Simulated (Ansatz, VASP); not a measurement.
**Two plane-wave programs on BiAs**

```
Bi As
1.0
     3.68945    0.00000    0.00000
     0.00000    3.68945    0.00000
     0.00000    0.00000    3.68945
Bi As
1 1
Direct
  0.50000 0.50000 0.50000
  0.00000 0.00000 0.00000
```

Change from the starting cell: species swapped into the AlFe type (Pm-3m, No. 221).

Alike in both runs: functional PBE; k mesh 16 × 16 × 16; occupations gaussian, width 0.1 eV; no spin polarisation.

Ansatz relaxed the structure, and its values are those at the end. VASP's run is a single point on that final structure, the one shown.

|  | VASP | Ansatz |
| --- | --- | --- |
| version | VASP 6.6.1 | Ansatz 0.2.0 |
| potentials or method | VASP PAW PBE potentials, release 64 (Bi_d, As), cutoff 520 eV | scalar-relativistic, plane waves, PAW |
| valence electrons in the cell | 20 | 30 |

```tsv
	VASP	Ansatz	Ansatz less VASP
gap on the k mesh at the Fermi level (eV)	none	none	-
pressure (GPa)	0.0	0.0	0.00
```

A gap of «none» marks a metal or a gap that the smearing closes. VASP's potentials hold 20 valence electrons a cell and Ansatz's 30, so a difference there can come from the potentials and not from the codes.

Neither program's run includes spin-orbit coupling.
